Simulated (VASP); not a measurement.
**Al: relaxation of cell and atoms with PBE**

Crystal: Al.

```
Al
1.0
     0.00000    2.02479    2.02479
     2.02479    0.00000    2.02479
     2.02479    2.02479    0.00000
Al
1
Direct
  0.00000 0.00000 0.00000
```

```json
{
 "Program": "VASP 6.6.1",
 "Task": "relaxation of cell and atoms",
 "Functional": "PBE",
 "Potentials or basis": "VASP PAW PBE potentials, release 64 (Al)",
 "Cutoff": "600 eV",
 "k mesh": "13 × 13 × 13",
 "Occupations": "fermi-dirac, width 0.1 eV",
 "Spin": "no spin polarisation",
 "Dipole correction": "no",
 "Further INCAR settings": "ALGO = Normal; EDIFF = 1e-06; IBRION = 2; EDIFFG = -0.01; NSW = 80; ISIF = 3"
}
```

```yaml
Relaxed_volume: 16.46 Å³/atom
Relaxed_cell: a = 2.855 Å, b = 2.855 Å, c = 2.855 Å, α = 60.00°, β = 60.00°, γ = 60.00°
Space_group_after_relaxing_to_0.05_Å: Fm-3m (No. 225)
Energy_gained_by_relaxing: 0.2 meV/atom
Ionic_steps: 2
Pressure_after_relaxing: 0.1 GPa
```

The path:
```
step  energy change (eV)  largest force (eV/Å)  pressure (GPa)  volume (Å³)
   1              0.0000                0.0000           -0.59        16.60
   2             -0.0002                0.0000            0.09        16.46
```

Final structure:
```yaml
crystal:
  lattice:
    - [0.00000, 2.01879, 2.01879]
    - [2.01879, 0.00000, 2.01879]
    - [2.01879, 2.01879, 0.00000]
  atoms:
    - { symbol: Al, position: [0.00000, 0.00000, 0.00000] }
```

Levels at points of the mesh, in eV from the Fermi level:
| k point | band 1 | band 2 | band 3 | band 4 | band 5 |
| --- | --- | --- | --- | --- | --- |
| (0.00, 0.00, 0.00) | -11.09 | 12.70 | 12.70 | 12.70 | 14.21 |

Run time: 19 s on 1 thread of AMD EPYC 7R13 (shared host), peak memory 0.11 GiB.
